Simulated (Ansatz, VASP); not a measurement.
**Two plane-wave programs on CO2**

```xyz
12
Lattice="5.4809 0.0000 0.0000 0.0000 5.7999 0.0000 0.0000 0.0000 4.9299" Properties=species:S:1:pos:R:3 pbc="T T T"
C     0.0000    0.0000    0.0000
C     2.7405    0.0000    2.4650
C     2.7405    2.9000    0.0000
C     0.0000    2.9000    2.4650
O     0.6367    0.6737    0.5727
O     2.1038    5.1262    3.0376
O     3.3771    2.2263    4.3573
O     4.8443    3.5737    1.8923
O     4.8443    5.1262    4.3573
O     3.3771    0.6737    1.8923
O     2.1038    3.5737    0.5727
O     0.6367    2.2263    3.0376
```

Change from the starting cell: normal strain along x -0.0550, normal strain along z -0.1500.

Alike in both runs: task single point; functional PBEsol; k mesh 4 × 4 × 4; occupations gaussian, width 0.05 eV; no spin polarisation.

|  | VASP | Ansatz |
| --- | --- | --- |
| version | VASP 6.6.1 | Ansatz 0.2.0 |
| potentials or method | VASP PAW PBE potentials, release 64 (C, O), cutoff 520 eV | scalar-relativistic, plane waves, PAW |
| valence electrons in the cell | 64 | 64 |

|  | VASP | Ansatz | Ansatz less VASP |
| --- | --- | --- | --- |
| gap on the k mesh at the Fermi level (eV) | 7.37 | 7.38 | +0.015 |
| least direct gap on the mesh (eV) | 7.37 | 7.38 | +0.015 |
| pressure (GPa) | 35.4 | 32.2 | -3.19 |
| traceless stress, the component that is largest in VASP (GPa) | -4.94 | -4.35 | +0.587 |
| rms of the force components (eV/Å) | 5.470 | 4.893 | -0.5778 |

VASP's potentials were made for PBE, not for PBEsol. Atom by atom the forces differ by 0.578 eV/Å (rms over components). Both programs put the cell under a high pressure, so it lies far from rest at this level.

Noted on VASP's run: the standard files for N, O and F lose accuracy on very short bonds.
